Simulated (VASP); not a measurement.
Na3F2:

```
Na F
1.0
     1.73970    1.00441    8.06438
    -1.73970    1.00441    8.06438
     0.00000   -2.00883    8.06438
Na F
3 2
Direct
  0.00000 0.00000 0.00000
  0.20950 0.20950 0.20950
  0.79050 0.79050 0.79050
  0.40000 0.40000 0.40000
  0.60000 0.60000 0.60000
```

| Quantity | Value |
| --- | --- |
| Program | VASP 6.6.1 |
| Task | relaxation of cell and atoms |
| Functional | PBE |
| Potentials or basis | VASP PAW PBE potentials, release 64 (Na_pv, F) |
| Cutoff | 600 eV |
| k mesh | 6 × 6 × 6 |
| Occupations | gaussian, width 0.1 eV |
| Spin | no spin polarisation |

At the start: pressure -0.2 GPa; volume 16.91 Å³/atom.

Question: How do energy, volume and symmetry change on relaxing?

Answer: Over 12 steps the energy falls by 184.1 meV/atom and the volume is 17.14 Å³/atom (+1.4 %); space group R-3m (No. 166, to 0.1 Å) before and after.

Step by step:
| step | energy change (eV) | largest force (eV/Å) | pressure (GPa) | volume (Å³) |
| --- | --- | --- | --- | --- |
| 1 | 0.0000 | 1.5090 | -0.23 | 84.55 |
| 2 | -0.2293 | 1.1698 | -0.22 | 84.25 |
| 3 | -0.6443 | 0.8110 | 0.41 | 83.34 |
| 4 | -0.3112 | 1.5059 | 5.69 | 81.46 |
| 5 | -0.6987 | 0.9305 | 1.43 | 82.80 |
| 6 | -0.8634 | 0.4767 | -0.05 | 85.98 |
| 7 | -0.9060 | 0.1242 | -0.79 | 88.32 |
| 8 | -0.9069 | 0.0671 | -0.84 | 88.71 |
| 9 | -0.9190 | 0.0424 | -0.19 | 86.28 |
| 10 | -0.9194 | 0.0416 | 0.04 | 85.70 |
| 11 | -0.9194 | 0.0419 | -0.02 | 85.76 |
| 12 | -0.9203 | 0.0323 | -0.01 | 85.72 |

Final structure:
```yaml
crystal:
  lattice:
    - [1.69223, 0.97701, 8.64159]
    - [-1.69223, 0.97701, 8.64159]
    - [0.00000, -1.95401, 8.64159]
  atoms:
    - { symbol: Na, position: [0.00000, 0.00000, 0.00000] }
    - { symbol: Na, position: [0.22919, 0.22919, 0.22919] }
    - { symbol: Na, position: [0.77081, 0.77081, 0.77081] }
    - { symbol: F, position: [0.38487, 0.38487, 0.38487] }
    - { symbol: F, position: [0.61513, 0.61513, 0.61513] }
```

Caveat: an odd number of electrons without spin polarisation forces a metal; a magnetic or distorted state may lie lower.
